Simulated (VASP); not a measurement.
# IrS (Fm-3m) in VASP: a series of runs

The runs below take IrS through single point, with r2SCAN.

Everything below comes from runs of VASP 6.6.1. Logs are shortened: lines on timing, memory, paths and dates and some standing lists are left out, and cuts for length are marked.

## 1. The cell of the first run

It takes space group Fm-3m (No. 225, cubic). Conventional cell: a = 4.921 Å, b = 4.921 Å, c = 4.921 Å, α = 90.00°, β = 90.00°, γ = 90.00°. Ir (site symmetry m-3m) has 6 S at 2.46 Å within 3.2 Å. Within 3.2 Å of S (site symmetry m-3m) lie 6 Ir at 2.46 Å.

## 2. Single point, r2SCAN

The input, POSCAR:

```
IrS
1.0
    0.0000000000      2.4605182162      2.4605182162
    2.4605182162      0.0000000000      2.4605182162
    2.4605182162      2.4605182162      0.0000000000
Ir S
1 1
Direct
    0.5000000000      0.5000000000      0.5000000000
    0.0000000000      0.0000000000      0.0000000000
```

The input, INCAR.step1:

```
  PREC = Accurate
  ENCUT = 520
  ISMEAR = 0
  SIGMA = 0.1
  LREAL = False
  LASPH = True
  NELM = 100
  NBANDS = 14
  GGA = PE
  ALGO = Normal
  EDIFF = 1E-4
  LWAVE = True
  LCHARG = False
```

The input, INCAR.step2:

```
  PREC = Accurate
  ENCUT = 520
  EDIFF = 1E-7
  ISMEAR = 0
  SIGMA = 0.1
  LREAL = False
  LASPH = True
  NELM = 100
  ALGO = Normal
  ISIF = 2
  LWAVE = False
  LCHARG = False
  METAGGA = R2SCAN
  LMIXTAU = True
  NBANDS = 14
  ISTART = 1
```

The input, KPOINTS:

```
regular mesh
0
Gamma
  12 12 12
```

Potentials or basis: VASP PAW PBE potentials, release 64 (Ir, S).

Started as:

```sh
> cat potpaw_PBE.64/Ir/POTCAR potpaw_PBE.64/S/POTCAR > POTCAR
> cp INCAR.step1 INCAR
> mpirun -np 1 vasp_std > vasp.out
> cp INCAR.step2 INCAR
> mpirun -np 1 vasp_std > vasp.out
```

OUTCAR:

```text
PREC = Accurate
   ENCUT = 520
   EDIFF = 1E-7
   ISMEAR = 0
   LREAL = False
   LASPH = True
   NELM = 100
   ISIF = 2
   METAGGA = R2SCAN
   ISTART = 1

 ion  position               nearest neighbor table
   1  0.500  0.500  0.500-   2 2.46   2 2.46   2 2.46   2 2.46   2 2.46   2 2.46
   2  0.000  0.000  0.000-   1 2.46   1 2.46   1 2.46   1 2.46   1 2.46   1 2.46

  LATTYP: Found a face centered cubic cell.
 ALAT       =     4.9210364324

  Lattice vectors:

 A1 = (   0.0000000000,   2.4605182162,   2.4605182162)
 A2 = (   2.4605182162,   0.0000000000,   2.4605182162)
 A3 = (   2.4605182162,   2.4605182162,   0.0000000000)

Analysis of symmetry for initial positions (statically):
=====================================================================
 Subroutine PRICEL returns:
 Original cell was already a primitive cell.

 Routine SETGRP: Setting up the symmetry group for a
 face centered cubic supercell.

 Subroutine GETGRP returns: Found 48 space group operations
 (whereof 48 operations were pure point group operations)
 out of a pool of 48 trial point group operations.

The static configuration has the point symmetry O_h .

Analysis of symmetry for dynamics (positions and initial velocities):
=====================================================================
 Subroutine PRICEL returns:
 Original cell was already a primitive cell.

 Routine SETGRP: Setting up the symmetry group for a
 face centered cubic supercell.

 Subroutine GETGRP returns: Found 48 space group operations
 (whereof 48 operations were pure point group operations)
 out of a pool of 48 trial point group operations.

The dynamic configuration has the point symmetry O_h .

 Subroutine INISYM returns: Found 48 space group operations
 (whereof 48 operations are pure point group operations),
 and found     1 'primitive' translations

----------------------------------------------------------------------------------------

                                     Primitive cell

  volume of cell :      29.7927

  direct lattice vectors                    reciprocal lattice vectors
     0.000000000  2.460518216  2.460518216    -0.203209225  0.203209225  0.203209225
     2.460518216  0.000000000  2.460518216     0.203209225 -0.203209225  0.203209225
     2.460518216  2.460518216  0.000000000     0.203209225  0.203209225 -0.203209225

  length of vectors
     3.479698232  3.479698232  3.479698232     0.351968702  0.351968702  0.351968702

  position of ions in fractional coordinates (direct lattice)
     0.500000000  0.500000000  0.500000000
     0.000000000  0.000000000  0.000000000

  ion indices of the primitive-cell ions
   primitive index   ion index
                 1           1
                 2           2

----------------------------------------------------------------------------------------

 KPOINTS: regular mesh

Automatic generation of k-mesh.
 Grid dimensions read from file:
 generate k-points for:   12   12   12

 Generating k-lattice:

  Cartesian coordinates                     Fractional coordinates (reciprocal lattice)
    -0.016934102  0.016934102  0.016934102     0.083333333  0.000000000  0.000000000
     0.016934102 -0.016934102  0.016934102     0.000000000  0.083333333  0.000000000
     0.016934102  0.016934102 -0.016934102     0.000000000  0.000000000  0.083333333

  Length of vectors
     0.029330725  0.029330725  0.029330725

  Shift w.r.t. Gamma in fractional coordinates (k-lattice)
     0.000000000  0.000000000  0.000000000

 Subroutine IBZKPT returns following result:
 ===========================================

 Found     72 irreducible k-points:

 Following reciprocal coordinates:
            Coordinates               Weight
  0.000000  0.000000  0.000000      1.000000
  0.083333  0.000000  0.000000      8.000000
  0.166667  0.000000  0.000000      8.000000
  0.250000  0.000000  0.000000      8.000000
  0.333333  0.000000  0.000000      8.000000
  0.416667  0.000000  0.000000      8.000000
[... 16 lines left out ...]
  0.500000  0.166667  0.000000     24.000000
 -0.416667  0.166667  0.000000     24.000000
 [... further k-points ...]
   k-points           NKPTS =     72   k-points in BZ     NKDIM =     72   number of bands    NBANDS=     14
   number of dos      NEDOS =    301   number of ions     NIONS =      2
   total plane-waves  NPLWV =  21952
   dimension x,y,z NGX =    28 NGY =   28 NGZ =   28
   dimension x,y,z NGXF=    56 NGYF=   56 NGZF=   56
   ions per type =               1   1
   NGX,Y,Z   is equivalent  to a cutoff of  13.38, 13.38, 13.38 a.u.
   NGXF,Y,Z  is equivalent  to a cutoff of  26.75, 26.75, 26.75 a.u.
 SYSTEM =  unknown system
   PREC   = accura    normal or accurate (medium, high low for compatibility)
   ISTART =      1    job   : 0-new  1-cont  2-samecut
   ICHARG =      0    charge: 1-file 2-atom 10-const
   ISPIN  =      1    spin polarized calculation?
   LNONCOLLINEAR =      F non collinear calculations
   LSORBIT =      F    spin-orbit coupling
   LASPH  =      T    aspherical Exc in radial PAW
   ENCUT  =  520.0 eV  38.22 Ry    6.18 a.u.   6.47  6.47  6.47*2*pi/ulx,y,z
   NELM   =    100;   NELMIN=  2; NELMDL=  0     # of ELM steps
   EDIFF  = 0.1E-06   stopping-criterion for ELM
   LREAL  =      F    real-space projection
   EDIFFG = 0.1E-05   stopping-criterion for IOM
   NSW    =      0    number of steps for IOM
   IBRION =     -1    ionic relax: 0-MD 1-quasi-New 2-CG
   NFREE  =      0    steps in history (QN), initial steepest desc. (CG)
   ISIF   =      2    stress and relaxation
   ISYM   =      2    0-nonsym 1-usesym 2-fastsym
   POTIM  = 0.5000    time-step for ionic-motion
   TEBEG  =    0.0;   TEEND  =   0.0 temperature during run
   PSTRESS=    0.0 pullay stress
   NELECT =      15.0000    total number of electrons
   NUPDOWN=      -1.0000    fix difference up-down
   EMIN   =  10.00;   EMAX   =-10.00  energy-range for DOS
   EFERMI =   0.00;   METHOD = LEGACY
   ISMEAR =     0;   SIGMA  =   0.10  broadening in eV -4-tet -1-fermi 0-gaus
   EFERMI_NEDOS =   21; number of points for ismear=-14 and -15
   IALGO  =     38    algorithm
   IMIX   =      4    mixing-type and parameters
     AMIX     =   0.40;   BMIX     =  1.00
     AMIX_MAG =   1.60;   BMIX_MAG =  1.00
  volume/ion in A,a.u.               =      14.90       100.53
  Fermi-wavevector in a.u.,A,eV,Ry     =   1.302373  2.461128 23.077862  1.696175
  Thomas-Fermi vector in A             =   2.433445
   LORBIT       =      0    0 simple, 1 ext, 2 COOP (PROOUT), +10 PAW based schemes
   METAGGA = R2SCAN    functional components
   LHFCALC =     F    Hartree Fock is set to
   AEXX    =    0.0000 exact exchange contribution
   IVDW    =     0    specifies the selected vdW correction
   LEPSILON=     F    determine dielectric tensor
   LRPA    =     F    only Hartree local field effects (RPA)
 non-spin polarized calculation
 Gauss-broadening in eV      SIGMA  =   0.10
  energy-cutoff  :      520.00
  volume of cell :       29.79
 maximum number of plane-waves:       821
 NGX is ok and might be reduce to    28
   NGX = 13   NGY = 13   NGZ = 13

 number of electron      15.0000001 magnetization

 Free energy of the ion-electron system (eV)
  ---------------------------------------------------
  ext. energy  EPLUGINS =         0.00000000
  ---------------------------------------------------
  free energy    TOTEN  =       -59.70709882 eV

  energy without entropy =      -59.70087338  energy(sigma->0) =      -59.70398610

 E-fermi :   8.8677     XC(G=0): -13.2281

 val. band max:        8.8660992588   @ k =   0.5000   0.5000   0.0000
 cond. band min:       8.9075164910   @ k =  -0.4167   0.4167   0.0000
 fundamental gap:      0.0414172321
 Fermi energy:         8.8677043277

 k-point     1 :       0.0000    0.0000    0.0000
  band No.  band energies     occupation
      1      -8.1014      2.00000
      2       5.6606      2.00000
      3       5.6606      2.00000
      4       5.6606      2.00000
      5       5.9411      2.00000
      6       5.9411      2.00000
      7       6.4214      2.00000
      8       6.4214      2.00000
      9       6.4214      2.00000
     10      12.2340      0.00000
     11      20.1184      0.00000
     12      22.0054      0.00000
     13      22.0054      0.00000
     14      22.0054      0.00000

 k-point     2 :       0.0833    0.0000    0.0000
  band No.  band energies     occupation
      1      -7.9933      2.00000
      2       4.9745      2.00000
      3       4.9984      2.00000
      4       4.9984      2.00000
      5       5.7987      2.00000
      6       5.7987      2.00000
      7       6.6454      2.00000
      8       7.4681      2.00000
      9       7.4681      2.00000
     10      12.7675      0.00000
     11      19.8517      0.00000
     12      21.7186      0.00000
     13      21.7186      0.00000
     14      21.9046      0.00000

 k-point     3 :       0.1667    0.0000    0.0000
  band No.  band energies     occupation
      1      -7.6796      2.00000
      2       3.6898      2.00000
      3       4.0589      2.00000
      4       4.0589      2.00000
      5       6.0758      2.00000
      6       6.0758      2.00000
      7       6.8994      2.00000
      8       8.8316      1.39016
      9       8.8316      1.39000
     10      13.9523      0.00000
     11      18.7654      0.00000
     12      20.7342      0.00000
     13      20.7342      0.00000
     14      22.3523      0.00000
[... 324 lines left out ...]
 k-point    23 :       0.5000    0.1667    0.0000
  band No.  band energies     occupation
      1      -6.0249      2.00000
      2       0.3632      2.00000
      3       2.3462      2.00000
      4       2.6717      2.00000
      5       6.8703      2.00000
      6       7.6362      2.00000
      7       8.0684      2.00000
      8      11.2086      0.00000
      9      11.5589      0.00000
     10      14.3024      0.00000
     11      15.5957      0.00000
     12      18.0418      0.00000
     13      19.2554      0.00000
     14      23.1282      0.00000

 k-point    24 :      -0.4167    0.1667    0.0000
  band No.  band energies     occupation
      1      -5.9447      2.00000
      2       0.2203      2.00000
      3       2.3961      2.00000
      4       2.4667      2.00000
      5       7.3513      2.00000
      6       7.4522      2.00000
      7       7.9544      2.00000
      8      10.8199      0.00000
      9      12.3548      0.00000
     10      13.9738      0.00000
     11      16.4186      0.00000
     12      17.4933      0.00000
     13      18.9881      0.00000
     14      22.1879      0.00000

 [... further k-points ...]

------------------------ aborting loop because EDIFF is reached ----------------------------------------

  FORCE on cell =-STRESS in cart. coord.  units (eV):
  Direction    XX          YY          ZZ          XY          YZ          ZX
  --------------------------------------------------------------------------------------
  -------------------------------------------------------------------------------------
  Total        0.2204227      0.2204227      0.2204227      0.0000000     -0.0000000     -0.0000000
  in kB       11.8537886     11.8537886     11.8537886      0.0000000     -0.0000000     -0.0000000
  external PRESSURE =      11.8537886 kB  Pullay stress =       0.0000000 kB

 VOLUME and BASIS-vectors are now :
 -----------------------------------------------------------------------------
  energy-cutoff  :      520.00
  volume of cell :       29.79
      direct lattice vectors                 reciprocal lattice vectors
     0.000000000  2.460518216  2.460518216    -0.203209225  0.203209225  0.203209225
     2.460518216  0.000000000  2.460518216     0.203209225 -0.203209225  0.203209225
     2.460518216  2.460518216  0.000000000     0.203209225  0.203209225 -0.203209225

 POSITION                                       TOTAL-FORCE (eV/Angst)
 -----------------------------------------------------------------------------------
      2.46052      2.46052      2.46052        -0.000000     -0.000000     -0.000000
      0.00000      0.00000      0.00000         0.000000      0.000000      0.000000
 -----------------------------------------------------------------------------------
    total drift:                                0.000000      0.000000      0.000000

  FREE ENERGIE OF THE ION-ELECTRON SYSTEM (eV)
  ---------------------------------------------------
  free  energy   TOTEN  =       -59.7070988241 eV

  energy  without entropy=      -59.7008733780  energy(sigma->0) =      -59.70398610
```

Run time: 3.6 min. Hardware: 1 thread of Intel Xeon 8259CL, shared host; peak memory 0.19 GiB.

Results:

- Free energy: -59.7071 eV
- Pressure: 1.2 GPa
- Band gap on the k mesh: zero (an odd number of electrons rules out a gap without spin polarisation)

Caveat: the PAW data sets were made with another functional, which shifts forces and pressure a little; spin-orbit coupling is left out, which moves the levels of the heavy elements.

## 3. Single point, r2SCAN

POSCAR is that of step 2.

The input, INCAR.step1:

```
SYSTEM = IrS
  PREC = Accurate
  ENCUT = 520
  ISMEAR = 1
  SIGMA = 0.15
  LREAL = .False.
  LASPH = .True.
  NELM = 100
  NBANDS = 14
  GGA = PE
  ALGO = Normal
  EDIFF = 1E-4
  LWAVE = .True.
  LCHARG = .False.
```

The input, INCAR.step2:

```
SYSTEM = IrS
  PREC = Accurate
  ENCUT = 520
  EDIFF = 1E-7
  ISMEAR = 1
  SIGMA = 0.15
  LREAL = .False.
  LASPH = .True.
  NELM = 100
  ALGO = Normal
  ISIF = 2
  LWAVE = .False.
  LCHARG = .True.
  METAGGA = R2SCAN
  LMIXTAU = .True.
  LELF = .True.
  LVHAR = .True.
  NBANDS = 14
  ISTART = 1
```

The input, KPOINTS:

```
Automatic mesh
0
Gamma
  12 12 12
  0 0 0
```

Potentials or basis: VASP PAW PBE potentials, release 64 (Ir, S).

Started as:

```sh
> cat potpaw_PBE.64/Ir/POTCAR potpaw_PBE.64/S/POTCAR > POTCAR
> cp INCAR.step1 INCAR
> mpirun -np 1 vasp_std > vasp.out
> cp INCAR.step2 INCAR
> mpirun -np 1 vasp_std > vasp.out
```

It took 3.4 min on 1 thread of Intel Xeon 8259CL, shared host; peak memory 0.19 GiB.

It converged, with:

- Free energy: -59.7042 eV
- Pressure: 1.2 GPa
- Band gap on the k mesh: zero (an odd number of electrons rules out a gap without spin polarisation)

Levels at points of the mesh, in eV from the Fermi level:
| k point | band 4 | band 5 | band 6 | band 7 | band 8 | band 9 | band 10 | band 11 | band 12 | band 13 |
| --- | --- | --- | --- | --- | --- | --- | --- | --- | --- | --- |
| (0.00, 0.00, 0.00) | -3.21 | -2.93 | -2.93 | -2.45 | -2.45 | -2.45 | 3.36 | 11.25 | 13.13 | 13.13 |
| (0.50, 0.00, 0.00) | -6.57 | -1.33 | -1.33 | -0.69 | 3.75 | 4.51 | 4.51 | 6.92 | 6.92 | 11.34 |
| (0.50, 0.50, 0.00) | -4.13 | -4.13 | -2.08 | -0.79 | -0.79 | 0.00 | 1.88 | 10.84 | 12.63 | 15.24 |

Caveat: the PAW data sets were made with another functional, which shifts forces and pressure a little; spin-orbit coupling is left out, which moves the levels of the heavy elements.

(Part 1 of 2 ends here.)
